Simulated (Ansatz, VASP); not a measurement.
Sn: VASP beside Ansatz

```
Sn
1.0
    -1.72654    1.77555    2.33834
     1.72654   -1.77555    2.33834
     1.72654    1.77555   -2.33834
Sn
1
Direct
  0.00000 0.00000 0.00000
```

Alike in both runs: functional revPBE; k mesh 11 × 11 × 11; occupations fermi-dirac, width 0.05 eV; no spin polarisation.

|  | VASP | Ansatz |
| --- | --- | --- |
| version | VASP 6.6.1 | Ansatz 0.2.0 |
| potentials or method | VASP PAW PBE potentials, release 64 (Sn_d) | Ansatz PAW |
| plane-wave cutoff (eV) | 520 | 420 |
| valence electrons in the cell | 14 | 14 |
| task | single point | band structure |

|  | VASP | Ansatz | Ansatz less VASP |
| --- | --- | --- | --- |
| gap on the k mesh at the Fermi level (eV) | none | none | - |
| pressure (GPa) | -0.1 | -0.1 | +0.05 |
| traceless stress, the component that is largest in VASP (GPa) | -1.04 | -1.04 | -0.002 |

VASP's potentials were made for PBE, not for revPBE. A gap of «none» marks a metal or a gap that the smearing closes. The functional is the same, so the differences come from potentials, cutoffs and numerics.
